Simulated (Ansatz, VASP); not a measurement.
# CrO2: VASP beside Ansatz

Contents of POSCAR:

```
CrO2
1.0
    4.4030649854      0.0000000000      0.0000000000
    0.0000000000      4.4030649854      0.0000000000
    0.0000000000      0.0000000000      2.9128415364
Cr O
2 4
Direct
    0.0000000000      0.0000000000      0.0000000000
    0.5000000000      0.5000000000      0.5000000000
    0.3027490062      0.3027490062      0.0000000000
    0.1972509938      0.8027490062      0.5000000000
    0.6972509938      0.6972509938      0.0000000000
    0.8027490062      0.1972509938      0.5000000000
```

File INCAR.step1:

```
SYSTEM = CrO2
PREC     = Accurate       ! precision mode
ENCUT    = 520            ! plane-wave cutoff, eV
ISMEAR   = 0              ! smearing method
SIGMA    = 0.05           ! smearing width, eV
LREAL    = .False.        ! projectors in reciprocal space
LASPH    = .True.         ! aspherical terms in the spheres
NELM     = 80             ! most SCF steps
NBANDS   = 33             ! bands
GGA      = PE             ! functional
ALGO     = Normal         ! electronic algorithm
EDIFF    = 1E-4           ! SCF threshold, eV
LWAVE    = .True.         ! write WAVECAR
LCHARG   = .False.        ! write CHGCAR
```

File INCAR.step2:

```
SYSTEM = CrO2
PREC     = Accurate       ! precision mode
ENCUT    = 520            ! plane-wave cutoff, eV
EDIFF    = 1E-6           ! SCF threshold, eV
ISMEAR   = 0              ! smearing method
SIGMA    = 0.05           ! smearing width, eV
LREAL    = .False.        ! projectors in reciprocal space
LASPH    = .True.         ! aspherical terms in the spheres
NELM     = 80             ! most SCF steps
ALGO     = Normal         ! electronic algorithm
ISIF     = 2              ! what is computed and relaxed
LWAVE    = .False.        ! write WAVECAR
LCHARG   = .False.        ! write CHGCAR
METAGGA  = R2SCAN         ! meta-GGA
LMIXTAU  = .True.       
NBANDS   = 33             ! bands
ISTART   = 1
```

The input KPOINTS:

```
regular mesh
0
Gamma
  6 6 10
  0 0 0
```

Input for Ansatz:

```yaml
crystal:
  lattice:
    - [4.4030649854, 0.0, 0.0]
    - [0.0, 4.4030649854, 0.0]
    - [0.0, 0.0, 2.9128415364]
  atoms:
    - { symbol: Cr, position: [0.0, 0.0, 0.0] }
    - { symbol: Cr, position: [0.5, 0.5, 0.5] }
    - { symbol: O, position: [0.3027490062, 0.3027490062, 0.0] }
    - { symbol: O, position: [0.1972509938, 0.8027490062, 0.5] }
    - { symbol: O, position: [0.6972509938, 0.6972509938, 0.0] }
    - { symbol: O, position: [0.8027490062, 0.1972509938, 0.5] }
basis:
  ecutwfc: 500
  ecutrho_ratio: 4
kpoints:
  mp_grid: { grid: [6, 6, 10] }
hamiltonian:
  xc: r2scan
scf:
  occupations: { method: gaussian, width: 0.05 }
output:
  forces: true
  stress: true
  eigenvalues: true
```

Alike in both runs: task single point; functional r2SCAN; k mesh 6 × 6 × 10; occupations gaussian, width 0.05 eV; no spin polarisation.

|  | VASP | Ansatz |
| --- | --- | --- |
| version | VASP 6.6.1 | Ansatz 0.2.0 |
| potentials or method | VASP PAW PBE potentials, release 64 (Cr_pv, O), cutoff 520 eV | scalar-relativistic, plane waves, PAW |
| valence electrons in the cell | 48 | 52 |

|  | VASP | Ansatz | Ansatz less VASP |
| --- | --- | --- | --- |
| gap on the k mesh at the Fermi level (eV) | none | none | - |
| pressure (GPa) | -8.4 | -9.5 | -1.10 |
| traceless stress, the component that is largest in VASP (GPa) | -15.75 | -16.13 | -0.383 |
| rms of the force components (eV/Å) | 0.245 | 0.236 | -0.0090 |

VASP's potentials were made for PBE, not for r2SCAN. Atom by atom the forces differ by 0.009 eV/Å (rms over components). A gap of «none» marks a metal or a gap that the smearing closes. The functional is the same, so the differences come from potentials, cutoffs and numerics. VASP's potentials hold 48 valence electrons a cell and Ansatz's 52, so a difference there can come from the potentials and not from the codes.
